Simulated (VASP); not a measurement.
# Sn3Se2S (P-3m1) in VASP: a series of runs

The runs below take Sn3Se2S through single point, relaxation of cell and atoms, with PBE.

Everything below comes from runs of VASP 6.6.1. Logs are shortened: lines on timing, memory, paths and dates and some standing lists are left out, and cuts for length are marked.

### 1 The cell of the first run

It takes space group P-3m1 (No. 164, trigonal). Conventional cell: a = 4.235 Å, b = 4.235 Å, c = 10.342 Å, α = 90.00°, β = 90.00°, γ = 120.00°. Within 4.0 Å of Sn (site symmetry -3m) lie 6 Se at 3.02 Å. Within 3.9 Å of Sn (site symmetry 3m) lie 3 S at 2.94 Å and 3 Se at 3.02 Å. Se (site symmetry 3m) has 6 Sn at 3.02 Å within 4.0 Å. S (site symmetry -3m) has 6 Sn at 2.94 Å within 3.9 Å.

### 2 Single point, PBE

Contents of INCAR:

```
SYSTEM = Sn3Se2S
PREC = Accurate
ENCUT = 520
EDIFF = 1E-6
ISMEAR = 0
SIGMA = 0.1
LREAL = .FALSE.
LASPH = .TRUE.
NELM = 60
ALGO = Normal
ISIF = 2
LWAVE = .FALSE.
LCHARG = .TRUE.
GGA = PE
LELF = .TRUE.
LVHAR = .TRUE.
NBANDS = 39
```

Contents of KPOINTS:

```
regular mesh
0
G
  6 6 2
  0 0 0
```

Contents of POSCAR:

```
Sn3Se2S
1.0
    4.2354705502      0.0000000000      0.0000000000
   -2.1177352751      3.6680250934      0.0000000000
    0.0000000000      0.0000000000     10.3415621740
Sn Se S
3 2 1
Direct
    0.0000000000      0.0000000000      0.0000000000
    0.3333333333      0.6666666667      0.6578772981
    0.6666666667      0.3333333333      0.3421227019
    0.6666666667      0.3333333333      0.8286924371
    0.3333333333      0.6666666667      0.1713075629
    0.0000000000      0.0000000000      0.5000000000
```

Potentials or basis: VASP PAW PBE potentials, release 64 (Sn_d, Se, S).

The run is started by

```bash
$ cat potpaw_PBE.64/Sn_d/POTCAR potpaw_PBE.64/Se/POTCAR potpaw_PBE.64/S/POTCAR > POTCAR
$ mpirun -np 1 vasp_std > vasp.out
```

OUTCAR:

```text
SYSTEM = Sn3Se2S
   PREC = Accurate
   ENCUT = 520
   EDIFF = 1E-6
   ISMEAR = 0
   LREAL = .FALSE.
   LASPH = .TRUE.
   NELM = 60
   ISIF = 2
   GGA = PE

 ion  position               nearest neighbor table
   1  0.000  0.000  0.000-   4 3.02   5 3.02   5 3.02   4 3.02   4 3.02   5 3.02
   2  0.333  0.667  0.658-   6 2.94   6 2.94   6 2.94   4 3.02   4 3.02   4 3.02
   3  0.667  0.333  0.342-   6 2.94   6 2.94   6 2.94   5 3.02   5 3.02   5 3.02
   4  0.667  0.333  0.829-   2 3.02   2 3.02   2 3.02   1 3.02   1 3.02   1 3.02
   5  0.333  0.667  0.171-   3 3.02   3 3.02   3 3.02   1 3.02   1 3.02   1 3.02
   6  0.000  0.000  0.500-   2 2.94   3 2.94   2 2.94   3 2.94   3 2.94   2 2.94

  LATTYP: Found a hexagonal cell.
 ALAT       =     4.2354705502
 C/A-ratio  =     2.4416560218

  Lattice vectors:

 A1 = (   4.2354705502,   0.0000000000,   0.0000000000)
 A2 = (  -2.1177352751,   3.6680250934,   0.0000000000)
 A3 = (   0.0000000000,   0.0000000000,  10.3415621740)

Analysis of symmetry for initial positions (statically):
=====================================================================
 Subroutine PRICEL returns:
 Original cell was already a primitive cell.

 Routine SETGRP: Setting up the symmetry group for a
 hexagonal supercell.

 Subroutine GETGRP returns: Found 12 space group operations
 (whereof 12 operations were pure point group operations)
 out of a pool of 24 trial point group operations.

The static configuration has the point symmetry D_3d.

Analysis of symmetry for dynamics (positions and initial velocities):
=====================================================================
 Subroutine PRICEL returns:
 Original cell was already a primitive cell.

 Routine SETGRP: Setting up the symmetry group for a
 hexagonal supercell.

 Subroutine GETGRP returns: Found 12 space group operations
 (whereof 12 operations were pure point group operations)
 out of a pool of 24 trial point group operations.

The dynamic configuration has the point symmetry D_3d.

 Subroutine INISYM returns: Found 12 space group operations
 (whereof 12 operations are pure point group operations),
 and found     1 'primitive' translations

----------------------------------------------------------------------------------------

                                     Primitive cell

  volume of cell :     160.6646

  direct lattice vectors                    reciprocal lattice vectors
     4.235470550  0.000000000  0.000000000     0.236101276  0.136313135  0.000000000
    -2.117735275  3.668025093  0.000000000     0.000000000  0.272626270  0.000000000
     0.000000000  0.000000000 10.341562174     0.000000000  0.000000000  0.096697190
[... 87 lines left out ...]
   ISIF   =      2    stress and relaxation
   ISYM   =      2    0-nonsym 1-usesym 2-fastsym
   POTIM  = 0.5000    time-step for ionic-motion
   TEBEG  =    0.0;   TEEND  =   0.0 temperature during run
   PSTRESS=    0.0 pullay stress
   NELECT =      60.0000    total number of electrons
   NUPDOWN=      -1.0000    fix difference up-down
   EMIN   =  10.00;   EMAX   =-10.00  energy-range for DOS
   EFERMI =   0.00;   METHOD = LEGACY
   ISMEAR =     0;   SIGMA  =   0.10  broadening in eV -4-tet -1-fermi 0-gaus
   EFERMI_NEDOS =   21; number of points for ismear=-14 and -15
   IALGO  =     38    algorithm
   IMIX   =      4    mixing-type and parameters
     AMIX     =   0.40;   BMIX     =  1.00
     AMIX_MAG =   1.60;   BMIX_MAG =  1.00
  volume/ion in A,a.u.               =      26.78       180.70
  Fermi-wavevector in a.u.,A,eV,Ry     =   1.178922  2.227840 18.910166  1.389858
  Thomas-Fermi vector in A             =   2.315243
   LORBIT       =      0    0 simple, 1 ext, 2 COOP (PROOUT), +10 PAW based schemes
   GGA     = PE    functional components
   LHFCALC =     F    Hartree Fock is set to
   AEXX    =    0.0000 exact exchange contribution
   IVDW    =     0    specifies the selected vdW correction
   LEPSILON=     F    determine dielectric tensor
   LRPA    =     F    only Hartree local field effects (RPA)
 non-spin polarized calculation
 Gauss-broadening in eV      SIGMA  =   0.10
  energy-cutoff  :      520.00
  volume of cell :      160.66
 maximum number of plane-waves:      4356
 NGX is ok and might be reduce to    32
   NGX = 15   NGY = 15   NGZ = 39

 number of electron      59.9999997 magnetization

 Free energy of the ion-electron system (eV)
  ---------------------------------------------------
  ext. energy  EPLUGINS =         0.00000000
  ---------------------------------------------------
  free energy    TOTEN  =       -25.22458275 eV

  energy without entropy =      -25.22457327  energy(sigma->0) =      -25.22457801

 E-fermi :   5.9655     XC(G=0):  -9.5935

 val. band max:        5.7133629720   @ k =   0.5000   0.0000   0.5000
 cond. band min:       6.2172002654   @ k =   0.0000   0.0000   0.5000
 fundamental gap:      0.5038372934
 Fermi energy:         5.9654547705

 k-point     1 :       0.0000    0.0000    0.0000
  band No.  band energies     occupation
      1     -15.9389      2.00000
      2     -15.9389      2.00000
      3     -15.9373      2.00000
      4     -15.9368      2.00000
      5     -15.9365      2.00000
      6     -15.9365      2.00000
[... 577 lines left out ...]
     38      10.1733      0.00000
     39      10.1733      0.00000

------------------------ aborting loop because EDIFF is reached ----------------------------------------

  FORCE on cell =-STRESS in cart. coord.  units (eV):
  Direction    XX          YY          ZZ          XY          YZ          ZX
  --------------------------------------------------------------------------------------
  -------------------------------------------------------------------------------------
  Total       -0.2100312     -0.2100312     -0.0490184     -0.0000000      0.0000000      0.0000000
  in kB       -2.0944710     -2.0944710     -0.4888205     -0.0000000      0.0000000      0.0000000
  external PRESSURE =      -1.5592542 kB  Pullay stress =       0.0000000 kB

 VOLUME and BASIS-vectors are now :
 -----------------------------------------------------------------------------
  energy-cutoff  :      520.00
  volume of cell :      160.66
      direct lattice vectors                 reciprocal lattice vectors
     4.235470550  0.000000000  0.000000000     0.236101276  0.136313135  0.000000000
    -2.117735275  3.668025093  0.000000000     0.000000000  0.272626270  0.000000000
     0.000000000  0.000000000 10.341562174     0.000000000  0.000000000  0.096697190

 POSITION                                       TOTAL-FORCE (eV/Angst)
 -----------------------------------------------------------------------------------
      0.00000      0.00000      0.00000         0.000000      0.000000      0.000000
     -0.00000      2.44535      6.80348        -0.000000      0.000000     -0.013937
      2.11774      1.22268      3.53808         0.000000     -0.000000      0.013937
      2.11774      1.22268      8.56997        -0.000000      0.000000     -0.000686
     -0.00000      2.44535      1.77159        -0.000000      0.000000      0.000686
      0.00000      0.00000      5.17078         0.000000      0.000000      0.000000
 -----------------------------------------------------------------------------------
    total drift:                                0.000000      0.000000     -0.000000

  FREE ENERGIE OF THE ION-ELECTRON SYSTEM (eV)
  ---------------------------------------------------
  free  energy   TOTEN  =       -25.2245827501 eV

  energy  without entropy=      -25.2245732652  energy(sigma->0) =      -25.22457801
```

stdout:

```text
POSCAR found type information on POSCAR SnSeS
 POSCAR found :  3 types and       6 ions
 scaLAPACK will be used
 LDA part: xc-table for (Slater+PW92), standard interpolation
 POSCAR, INCAR and KPOINTS ok, starting setup
 FFT: planning ... GRIDC
 FFT: planning ... GRID_SOFT
 FFT: planning ... GRID
 WAVECAR not read
 entering main loop
```

It took 83 s on 1 thread of Intel Xeon 6975P-C, shared host; peak memory 0.31 GiB.

Results:

```
Free energy            : -25.2246 eV
Pressure               : -0.2 GPa
Largest force          : 0.014 eV/Å
Band gap on the k mesh : 0.50 eV, indirect (the least direct gap lies 4.2 meV higher)
```

Forces on the atoms (eV/Å):
```
Sn   0.000  0.000  0.000
Sn   0.000  0.000 -0.014
Sn   0.000  0.000  0.014
Se   0.000  0.000 -0.001
Se   0.000  0.000  0.001
S    0.000  0.000  0.000
```

Levels at points of the mesh, in eV from the valence-band top:
```tsv
k point	band 26	band 27	band 28	band 29	band 30	band 31	band 32	band 33	band 34	band 35
(0.00, 0.00, 0.00)	-2.06	-1.97	-1.97	-0.64	-0.62	1.39	1.44	1.79	1.79	1.92
(0.50, 0.00, 0.00)	-3.21	-2.72	-2.50	-1.31	-1.30	1.49	1.62	2.27	2.40	3.08
(0.00, 0.00, 0.50)	-1.93	-1.93	-1.58	-1.54	-0.01	0.50	1.29	1.29	3.03	3.05
(0.50, 0.00, 0.50)	-2.91	-2.90	-2.04	-2.02	0.00	0.51	1.32	1.33	3.35	3.42
```

Caveat: spin-orbit coupling is left out, which moves the levels of the heavy elements. A k mesh can miss the band edges.

### 3 Single point, PBE

This run uses another cell than the first one, of 27.39 Å³/atom, 1.023 times its volume.

Contents of INCAR:

```
  PREC = Accurate
  ENCUT = 520
  EDIFF = 1E-6
  ISMEAR = 0
  SIGMA = 0.1
  LREAL = False
  LASPH = True
  NELM = 100
  ALGO = Normal
  ISIF = 2
  LWAVE = False
  LCHARG = True
  GGA = PE
  LELF = True
  LVHAR = True
  NBANDS = 39
```

Contents of KPOINTS:

```
regular mesh
0
Gamma
  6 6 2
```

Contents of POSCAR:

```
Sn3Se2S
1.0
    4.2629328200      0.0000000000      0.0000000000
   -2.1314664100      3.6918081100      0.0000000000
    0.0000000000      0.0000000000     10.4420102000
Sn Se S
3 2 1
Direct
    0.0000000000      0.0000000000      0.0000000000
    0.3333333300      0.6666666700      0.6666666700
    0.6666666700      0.3333333300      0.3333333300
    0.6666666700      0.3333333300      0.8333333300
    0.3333333300      0.6666666700      0.1666666700
    0.0000000000      0.0000000000      0.5000000000
```

Potentials or basis: VASP PAW PBE potentials, release 64 (Sn_d, Se, S).

The run is started by

```bash
$ cat potpaw_PBE.64/Sn_d/POTCAR potpaw_PBE.64/Se/POTCAR potpaw_PBE.64/S/POTCAR > POTCAR
$ mpirun -np 1 vasp_std > vasp.out
```

It took 86 s on 1 thread of Intel Xeon 6975P-C, shared host; peak memory 0.31 GiB.

It converged, with:

```yaml
Free_energy: -25.1647 eV
Pressure: -1.1 GPa
Largest_force: 0.473 eV/Å
Band_gap_on_the_k_mesh: 0.41 eV, direct
```

Forces in eV/Å, atoms in the order of the input:
```
Sn   0.000  0.000  0.000
Sn   0.000  0.000 -0.473
Sn   0.000  0.000  0.473
Se   0.000  0.000 -0.019
Se   0.000  0.000  0.019
S    0.000  0.000  0.000
```

Levels at points of the mesh, in eV from the valence-band top:
```
           k point  band 28  band 29  band 30  band 31  band 32  band 33
(0.00, 0.00, 0.00)    -2.08    -0.71    -0.57     1.28     1.42     1.75
(0.50, 0.00, 0.00)    -2.53    -1.38    -1.25     1.40     1.61     2.17
(0.00, 0.00, 0.50)    -1.60    -1.52     0.00     0.43     1.30     1.30
(0.50, 0.00, 0.50)    -2.00    -2.00     0.00     0.41     1.31     1.31
```

Caveat: spin-orbit coupling is left out, which moves the levels of the heavy elements. A k mesh can miss the band edges.

### 4 Relaxation of cell and atoms, PBE

This run uses another cell than the first one, of 27.39 Å³/atom, 1.023 times its volume.

Contents of INCAR:

```
PREC = Accurate ; ENCUT = 600
EDIFF = 1E-6 ; ISMEAR = 0
SIGMA = 0.1 ; LREAL = False
LASPH = True ; NELM = 60
ALGO = Normal ; ISIF = 3
LWAVE = False ; LCHARG = False
GGA = PE ; IBRION = 2
NSW = 90 ; EDIFFG = -0.04
```

KPOINTS is that of step 3.

POSCAR is that of step 3.

The run is started by

```bash
$ cat potpaw_PBE.64/Sn_d/POTCAR potpaw_PBE.64/Se/POTCAR potpaw_PBE.64/S/POTCAR > POTCAR
$ mpirun -np 1 vasp_std > vasp.out
```

Run time: 8 min. Hardware: 1 thread of Intel Xeon 6975P-C, shared host; peak memory 0.39 GiB.

Results (log left out):

```yaml
Free_energy: -25.2252 eV
Relaxed_volume: 26.81 Å³/atom
Relaxed_cell: a = 4.230 Å, b = 4.230 Å, c = 10.378 Å, α = 90.00°, β = 90.00°, γ = 120.00°
Space_group_after_relaxing_to_0.05_Å: P-3m1 (No. 164)
Energy_gained_by_relaxing: 10.0 meV/atom
Ionic_steps: 8
Pressure_after_relaxing: -0.2 GPa
Largest_force_after_relaxing: 0.020 eV/Å
Band_gap_on_the_k_mesh: 0.49 eV, indirect (least direct gap 0.50 eV)
```

Forces on the atoms (eV/Å):
```
Sn   0.000  0.000  0.000
Sn   0.000  0.000 -0.011
Sn   0.000  0.000  0.011
Se   0.000  0.000 -0.020
Se   0.000  0.000  0.020
S    0.000  0.000  0.000
```

The path:
| step | energy change (eV) | largest force (eV/Å) | pressure (GPa) | volume (Å³) |
| --- | --- | --- | --- | --- |
| 1 | 0.0000 | 0.4726 | -1.09 | 164.34 |
| 2 | -0.0314 | 0.3548 | 0.20 | 159.95 |
| 3 | -0.0328 | 0.3199 | 0.55 | 158.79 |
| 4 | -0.0477 | 0.1614 | 0.33 | 159.44 |
| 5 | -0.0544 | 0.1712 | 0.05 | 160.18 |
| 6 | -0.0545 | 0.1758 | 0.02 | 160.27 |
| 7 | -0.0579 | 0.1136 | -0.06 | 160.50 |
| 8 | -0.0601 | 0.0198 | -0.17 | 160.84 |

Final structure:
```
Sn Se S
1.0
     4.23039    0.00000    0.00000
    -2.11519    3.66362    0.00000
     0.00000    0.00000   10.37799
Sn Se S
3 2 1
Direct
  0.00000 0.00000 0.00000
  0.33333 0.66667 0.65804
  0.66667 0.33333 0.34196
  0.66667 0.33333 0.82912
  0.33333 0.66667 0.17088
  0.00000 0.00000 0.50000
```

Levels at points of the mesh, in eV from the valence-band top:
```
           k point  band 26  band 27  band 28  band 29  band 30  band 31  band 32  band 33  band 34  band 35
(0.00, 0.00, 0.00)    -2.05    -1.96    -1.96    -0.65    -0.62     1.39     1.46     1.80     1.80     1.93
(0.50, 0.00, 0.00)    -3.23    -2.72    -2.50    -1.32    -1.31     1.47     1.59     2.27     2.38     3.06
(0.00, 0.00, 0.50)    -1.92    -1.92    -1.60    -1.57     0.00     0.51     1.31     1.31     3.02     3.04
(0.50, 0.00, 0.50)    -2.93    -2.91    -2.06    -2.03    -0.02     0.49     1.30     1.31     3.34     3.40
```

Caveat: spin-orbit coupling is left out, which moves the levels of the heavy elements. A k mesh can miss the band edges.

### 5 Single point, PBE

This run uses another cell than the first one, of 26.88 Å³/atom, 1.004 times its volume.

Contents of INCAR:

```
SYSTEM = Sn3Se2S
PREC = Accurate ; ENCUT = 520
EDIFF = 1E-7 ; ISMEAR = 0
SIGMA = 0.02 ; LREAL = .False.
LASPH = .True. ; NELM = 100
ALGO = Normal ; ISIF = 2
LWAVE = .False. ; LCHARG = .False.
GGA = PE ; NBANDS = 39
```

Contents of KPOINTS:

```
Automatic mesh
0
Gamma
  12 12 4
  0 0 0
```

Contents of POSCAR:

```
Sn3Se2S
1.0
    4.2375479641      0.0000000000      0.0000000000
   -2.1187739821      3.6698241867      0.0000000000
    0.0000000000      0.0000000000     10.3723161308
Sn Se S
3 2 1
Direct
    0.0000000000      0.0000000000      0.0000000000
    0.3333333333      0.6666666667      0.6577311860
    0.6666666667      0.3333333333      0.3422688140
    0.6666666667      0.3333333333      0.8289104693
    0.3333333333      0.6666666667      0.1710895307
    0.0000000000      0.0000000000      0.5000000000
```

The run is started by

```bash
$ cat potpaw_PBE.64/Sn_d/POTCAR potpaw_PBE.64/Se/POTCAR potpaw_PBE.64/S/POTCAR > POTCAR
$ mpirun -np 1 vasp_std > vasp.out
```

It took 5.8 min on 1 thread of Intel Xeon 6975P-C, shared host; peak memory 0.52 GiB.

Results (log left out):

- Free energy: -25.1888 eV
- Pressure: 0.0 GPa
- Largest force: 0.008 eV/Å
- Band gap on the k mesh: 0.41 eV, indirect (least direct gap 0.49 eV)

Forces in eV/Å, atoms in the order of the input:
```
Sn   0.000  0.000  0.000
Sn   0.000  0.000 -0.008
Sn   0.000  0.000  0.008
Se   0.000  0.000 -0.001
Se   0.000  0.000  0.001
S    0.000  0.000  0.000
```

Levels at points of the mesh, in eV from the valence-band top:
| k point | band 28 | band 29 | band 30 | band 31 | band 32 | band 33 |
| --- | --- | --- | --- | --- | --- | --- |
| (0.00, 0.00, 0.00) | -1.94 | -0.64 | -0.61 | 1.39 | 1.45 | 1.79 |
| (0.50, 0.00, 0.00) | -2.48 | -1.31 | -1.30 | 1.48 | 1.60 | 2.27 |
| (0.00, 0.00, 0.50) | -1.58 | -1.54 | 0.00 | 0.50 | 1.30 | 1.30 |
| (0.50, 0.00, 0.50) | -2.03 | -2.01 | 0.00 | 0.49 | 1.32 | 1.32 |

Caveat: spin-orbit coupling is left out, which moves the levels of the heavy elements.

### 6 The runs side by side

| task | cell | k mesh | cutoff (eV) | smearing | gap on the mesh (eV) | pressure (GPa) | largest force (eV/Å) |
| --- | --- | --- | --- | --- | --- | --- | --- |
| single point | a = 4.235, b = 4.235, c = 10.342 Å, angles 90.0, 90.0, 120.0°, 6 atoms | 6 × 6 × 2 | 520 | gaussian 0.1 eV | 0.50 | -0.2 | 0.01 |
| single point | a = 4.263, b = 4.263, c = 10.442 Å, angles 90.0, 90.0, 120.0°, 6 atoms | 6 × 6 × 2 | 520 | gaussian 0.1 eV | 0.41 | -1.1 | 0.47 |
| relaxation of cell and atoms | relaxed from a = 4.263, b = 4.263, c = 10.442 Å, angles 90.0, 90.0, 120.0°, 6 atoms | 6 × 6 × 2 | 600 | gaussian 0.1 eV | 0.49 | -0.2 | 0.02 |
| single point | a = 4.238, b = 4.238, c = 10.372 Å, angles 90.0, 90.0, 120.0°, 6 atoms | 12 × 12 × 4 | 520 | gaussian 0.02 eV | 0.41 | 0.0 | 0.01 |

Alike in all rows: level PBE; potentials or basis VASP PAW PBE potentials, release 64 (Sn_d, Se, S); no spin polarisation.

Caveats: spin-orbit coupling is left out, which moves the levels of the heavy elements.

Total energies depend on the potentials used, so only differences within one code and one set of settings carry meaning.
